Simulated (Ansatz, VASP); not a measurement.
**Two plane-wave programs on KF**

```
K F
1.0
     0.00000    2.70701    2.70701
     2.70701    0.00000    2.70701
     2.70701    2.70701    0.00000
K F
1 1
Direct
  0.00000 0.00000 0.00000
  0.50000 0.50000 0.50000
```

Alike in both runs: task single point; functional r2SCAN; k mesh 9 × 9 × 9; occupations fermi-dirac, width 0.05 eV; no spin polarisation.

|  | VASP | Ansatz |
| --- | --- | --- |
| version | VASP 6.6.1 | Ansatz 0.2.0 |
| potentials or method | VASP PAW PBE potentials, release 64 (K_sv, F) | Ansatz PAW |
| plane-wave cutoff (eV) | 520 | 500 |
| valence electrons in the cell | 16 | 16 |

```csv
,VASP,Ansatz,Ansatz less VASP
gap on the k mesh at the Fermi level (eV),6.62,6.63,+0.001
least direct gap on the mesh (eV),6.62,6.63,+0.001
pressure (GPa),-1.7,-1.7,+0.06
```

VASP's potentials were made for PBE, not for r2SCAN.

Noted on Ansatz's run: odd divisions of the mesh miss points on the zone boundary, where band edges often lie, so the gap on the mesh can be too wide.
